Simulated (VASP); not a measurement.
# PbS (P6_3/mmc) in VASP: single point with HSE06

Aim: the single point of PbS with HSE06.

All numbers are computed with VASP 6.6.1; they aren't measurements. Logs are shortened: lines on timing, memory, paths and dates and some standing lists are left out, and cuts for length are marked.

### Step 1. The cell of the first run

The structure is hexagonal, space group P6_3/mmc (No. 194). Conventional cell: a = 4.123 Å, b = 4.123 Å, c = 7.334 Å, α = 90.00°, β = 90.00°, γ = 120.00°. Within 4.2 Å of Pb (site symmetry -3m) lie 6 S at 3.00 Å and 8 Pb at 3.67 to 4.12 Å. Within 4.2 Å of S (site symmetry -6m2) lie 6 Pb at 3.00 Å and 6 S at 4.12 Å.

### Step 2. Single point, HSE06

POSCAR

```
PbS
1.0
    4.1234513013      0.0000000000      0.0000000000
   -2.0617256507      3.5710135782      0.0000000000
    0.0000000000      0.0000000000      7.3337316572
Pb S
2 2
Direct
    0.0000000000      0.0000000000      0.0000000000
    0.0000000000      0.0000000000      0.5000000000
    0.3333333333      0.6666666667      0.2500000000
    0.6666666667      0.3333333333      0.7500000000
```

INCAR.step1

```
SYSTEM = PbS
  PREC = Accurate
  ENCUT = 400
  EDIFF = 1E-5
  ISMEAR = -1
  SIGMA = 0.02
  LREAL = .False.
  LASPH = .True.
  NELM = 120
  ALGO = Normal
  ISIF = 2
  LWAVE = .True.
  LCHARG = .False.
  NBANDS = 28
  GGA = PE
  GGA_COMPAT = .False.
  KPAR = 4
```

INCAR.step2

```
SYSTEM = PbS
  PREC = Accurate
  ENCUT = 400
  EDIFF = 1E-6
  ISMEAR = -1
  SIGMA = 0.02
  LREAL = .False.
  LASPH = .True.
  NELM = 120
  ALGO = Normal
  ISIF = 2
  LWAVE = .False.
  LCHARG = .False.
  GGA = PE
  LHFCALC = .True.
  HFSCREEN = 0.2079
  PRECFOCK = Normal
  NBANDS = 28
  ISTART = 1
  GGA_COMPAT = .False.
  KPAR = 4
```

KPOINTS

```
Automatic mesh
0
Gamma
  6 6 2
  0 0 0
```

Potentials or basis: VASP PAW PBE potentials, release 64 (Pb_d, S).

Started as:

```
$ cat potpaw_PBE.64/Pb_d/POTCAR potpaw_PBE.64/S/POTCAR > POTCAR
$ cp INCAR.step1 INCAR
$ mpirun -np 4 vasp_std > vasp.out
$ cp INCAR.step2 INCAR
$ mpirun -np 4 vasp_std > vasp.out
```

OUTCAR:

```text
SYSTEM = PbS
   PREC = Accurate
   ENCUT = 400
   EDIFF = 1E-6
   ISMEAR = -1
   LREAL = .False.
   LASPH = .True.
   NELM = 120
   ISIF = 2
   GGA = PE
   LHFCALC = .True.
   HFSCREEN = 0.2079
   PRECFOCK = Normal
   ISTART = 1

 ion  position               nearest neighbor table
   1  0.000  0.000  0.000-   3 3.00   4 3.00   4 3.00   3 3.00   4 3.00   3 3.00   2 3.67   2 3.67

   2  0.000  0.000  0.500-   3 3.00   4 3.00   4 3.00   3 3.00   4 3.00   3 3.00   1 3.67   1 3.67

   3  0.333  0.667  0.250-   1 3.00   2 3.00   1 3.00   2 3.00   1 3.00   2 3.00
   4  0.667  0.333  0.750-   1 3.00   2 3.00   1 3.00   2 3.00   1 3.00   2 3.00

  LATTYP: Found a hexagonal cell.
 ALAT       =     4.1234513013
 C/A-ratio  =     1.7785420807

  Lattice vectors:

 A1 = (   4.1234513013,   0.0000000000,   0.0000000000)
 A2 = (  -2.0617256507,   3.5710135782,   0.0000000000)
 A3 = (   0.0000000000,   0.0000000000,   7.3337316572)

Analysis of symmetry for initial positions (statically):
=====================================================================
 Subroutine PRICEL returns:
 Original cell was already a primitive cell.

 Routine SETGRP: Setting up the symmetry group for a
 hexagonal supercell.

 Subroutine GETGRP returns: Found 24 space group operations
 (whereof 12 operations were pure point group operations)
 out of a pool of 24 trial point group operations.

The static configuration has the point symmetry D_3d.
 The point group associated with its full space group is D_6h.

Analysis of symmetry for dynamics (positions and initial velocities):
=====================================================================
 Subroutine PRICEL returns:
 Original cell was already a primitive cell.

 Routine SETGRP: Setting up the symmetry group for a
 hexagonal supercell.

 Subroutine GETGRP returns: Found 24 space group operations
 (whereof 12 operations were pure point group operations)
 out of a pool of 24 trial point group operations.

The dynamic configuration has the point symmetry D_3d.
 The point group associated with its full space group is D_6h.

 Subroutine INISYM returns: Found 24 space group operations
 (whereof 12 operations are pure point group operations),
 and found     1 'primitive' translations
[... 89 lines left out ...]
   LREAL  =      F    real-space projection
   EDIFFG = 0.1E-04   stopping-criterion for IOM
   NSW    =      0    number of steps for IOM
   IBRION =     -1    ionic relax: 0-MD 1-quasi-New 2-CG
   NFREE  =      0    steps in history (QN), initial steepest desc. (CG)
   ISIF   =      2    stress and relaxation
   ISYM   =      3    0-nonsym 1-usesym 2-fastsym
   POTIM  = 0.5000    time-step for ionic-motion
   TEBEG  =    0.0;   TEEND  =   0.0 temperature during run
   PSTRESS=    0.0 pullay stress
   NELECT =      40.0000    total number of electrons
   NUPDOWN=      -1.0000    fix difference up-down
   EMIN   =  10.00;   EMAX   =-10.00  energy-range for DOS
   EFERMI =   0.00;   METHOD = LEGACY
   ISMEAR =    -1;   SIGMA  =   0.02  broadening in eV -4-tet -1-fermi 0-gaus
   EFERMI_NEDOS =   21; number of points for ismear=-14 and -15
   IALGO  =     38    algorithm
   IMIX   =      1    mixing-type and parameters
     AMIX     =   0.40;   BMIX     =  1.00
     AMIX_MAG =   1.60;   BMIX_MAG =  1.00
  volume/ion in A,a.u.               =      27.00       182.19
  Fermi-wavevector in a.u.,A,eV,Ry     =   1.175716  2.221781 18.807438  1.382308
  Thomas-Fermi vector in A             =   2.312092
   LORBIT       =      0    0 simple, 1 ext, 2 COOP (PROOUT), +10 PAW based schemes
   GGA     = PE    functional components
   LHFCALC =     T    Hartree Fock is set to
   PRECFOCK=normal    Normal, Fast or Accurate (Low or Medium for compatibility)
   ENCUT4O =  -1.0   cutoff for four orbital integrals eV
   NKREDX  =     1    reduce k-point grid by
   NKREDY  =     1    reduce k-point grid by
   NKREDZ  =     1    reduce k-point grid by
   AEXX    =    0.2500 exact exchange contribution
   HFSCREEN=    0.2079 screening length (either q_TF or 0.3 A-1)
   HFSCREENC=   0.2079 screening length for correlation (either q_TF or 0.3 A-1)
   ENCUTFOCK=  -1.0 apply spherical cutoff to Coloumb kernel
   IVDW    =     0    specifies the selected vdW correction
   LEPSILON=     F    determine dielectric tensor
   LRPA    =     F    only Hartree local field effects (RPA)
 non-spin polarized calculation
  energy-cutoff  :      400.00
  volume of cell :      107.99
 maximum number of plane-waves:      1992
 NGX is ok and might be reduce to    28
  NGX = 24; NGY = 24; NGZ = 40

 number of electron      40.0000019 magnetization

 Free energy of the ion-electron system (eV)
  ---------------------------------------------------
  ext. energy  EPLUGINS =         0.00000000
  ---------------------------------------------------
  free energy    TOTEN  =       -20.53011759 eV

  energy without entropy =      -20.53011432  energy(sigma->0) =      -20.53011595

 E-fermi :   5.7644     XC(G=0):  -7.9037

 val. band max:        5.6026111920   @ k =   0.0000   0.0000   0.0000
 cond. band min:       5.9339551558   @ k =   0.0000   0.0000   0.0000
 fundamental gap:      0.3313439638
 Fermi energy:         5.7643808981

 k-point     1 :       0.0000    0.0000    0.0000
  band No.  band energies     occupation
      1     -13.6170      2.00000
      2     -13.5571      2.00000
      3     -13.5571      2.00000
      4     -13.5331      2.00000
      5     -13.5331      2.00000
      6     -13.5210      2.00000
[... 423 lines left out ...]
     27      13.6556      0.00000
     28      13.6556      0.00000

------------------------ aborting loop because EDIFF is reached ----------------------------------------

  FORCE on cell =-STRESS in cart. coord.  units (eV):
  Direction    XX          YY          ZZ          XY          YZ          ZX
  --------------------------------------------------------------------------------------
  -------------------------------------------------------------------------------------
  Total       -0.0265729     -0.0265729     -0.2775429      0.0000000     -0.0000000      0.0000000
  in kB       -0.3942498     -0.3942498     -4.1177820      0.0000000     -0.0000000      0.0000000
  external PRESSURE =      -1.6354272 kB  Pullay stress =       0.0000000 kB

 VOLUME and BASIS-vectors are now :
 -----------------------------------------------------------------------------
  energy-cutoff  :      400.00
  volume of cell :      107.99
      direct lattice vectors                 reciprocal lattice vectors
     4.123451301  0.000000000  0.000000000     0.242515293  0.140016270  0.000000000
    -2.061725651  3.571013578  0.000000000     0.000000000  0.280032539  0.000000000
     0.000000000  0.000000000  7.333731657     0.000000000  0.000000000  0.136356230

 POSITION                                       TOTAL-FORCE (eV/Angst)
 -----------------------------------------------------------------------------------
      0.00000      0.00000      0.00000        -0.000000     -0.000000      0.000000
      0.00000      0.00000      3.66687        -0.000000     -0.000000      0.000000
     -0.00000      2.38068      1.83343         0.000000     -0.000000     -0.000000
      2.06173      1.19034      5.50030        -0.000000      0.000000      0.000000
 -----------------------------------------------------------------------------------
    total drift:                               -0.000001     -0.000000     -0.000001

  FREE ENERGIE OF THE ION-ELECTRON SYSTEM (eV)
  ---------------------------------------------------
  free  energy   TOTEN  =       -20.5301175883 eV

  energy  without entropy=      -20.5301143207  energy(sigma->0) =      -20.53011595
```

OUTCAR.step1:

```text
SYSTEM = PbS
   PREC = Accurate
   ENCUT = 400
   EDIFF = 1E-5
   ISMEAR = -1
   LREAL = .False.
   LASPH = .True.
[... 654 lines left out ...]
      0.00000      0.00000      3.66687        -0.000000      0.000000      0.000000
     -0.00000      2.38068      1.83343         0.000000      0.000000     -0.000000
      2.06173      1.19034      5.50030        -0.000000     -0.000000     -0.000000
 -----------------------------------------------------------------------------------
    total drift:                               -0.000000     -0.000000      0.000000

  FREE ENERGIE OF THE ION-ELECTRON SYSTEM (eV)
  ---------------------------------------------------
  free  energy   TOTEN  =       -17.2762973323 eV

  energy  without entropy=      -17.2750521738  energy(sigma->0) =      -17.27567475
```

OSZICAR.step1:

```text
N       E                     dE             d eps       ncg     rms          rms(c)
DAV:   1     0.388299885872E+03    0.38830E+03   -0.16219E+04   784   0.125E+03
DAV:   2     0.229097174186E+02   -0.36539E+03   -0.35412E+03   832   0.366E+02
DAV:   3    -0.165841446961E+02   -0.39494E+02   -0.38448E+02  1012   0.143E+02
DAV:   4    -0.182723535554E+02   -0.16882E+01   -0.16835E+01   916   0.319E+01
DAV:   5    -0.183484102440E+02   -0.76057E-01   -0.76051E-01  1060   0.657E+00    0.628E+00
DAV:   6    -0.172626303719E+02    0.10858E+01   -0.26257E+00  1060   0.100E+01    0.412E+00
DAV:   7    -0.172720226070E+02   -0.93922E-02   -0.41240E-01   868   0.260E+00    0.273E+00
DAV:   8    -0.172824511812E+02   -0.10429E-01   -0.75479E-02   944   0.233E+00    0.129E+00
DAV:   9    -0.172757524273E+02    0.66988E-02   -0.20736E-02  1048   0.113E+00    0.192E-01
DAV:  10    -0.172762135216E+02   -0.46109E-03   -0.16865E-03   932   0.184E-01    0.467E-02
DAV:  11    -0.172762926599E+02   -0.79138E-04   -0.10190E-04   812   0.623E-02    0.218E-02
DAV:  12    -0.172762973323E+02   -0.46724E-05   -0.13238E-05   644   0.222E-02
   1 F= -.17276297E+02 E0= -.17275675E+02  d E =-.124516E-02
```

Wall time 34 min (4 MPI ranks of AMD EPYC 7R43 (Zen 3), shared host); peak memory 0.29 GiB.

What came out:

```
Free energy            : -20.5301 eV
Pressure               : -0.2 GPa
Band gap on the k mesh : 0.33 eV
```

Stress tensor (GPa, compression positive):
```
-0.04  0.00  0.00
 0.00 -0.04  0.00
 0.00  0.00 -0.41
```

Levels at points of the mesh, in eV from the valence-band top:
```tsv
k point	band 18	band 19	band 20	band 21	band 22	band 23
(0.00, 0.00, 0.00)	-2.25	-2.25	0.00	0.33	3.55	3.55
(0.50, 0.00, 0.00)	-2.41	-2.23	-1.35	0.37	2.11	2.84
(0.00, 0.00, 0.50)	-2.47	-1.99	-1.99	2.85	2.85	3.61
(0.50, 0.00, 0.50)	-3.38	-3.30	-3.30	2.87	2.87	3.09
```

Caveat: the k points lie up to 0.43 Å⁻¹ apart; the PAW data sets were made with another functional, which shifts forces and pressure a little; spin-orbit coupling is left out, which moves the levels of the heavy elements.
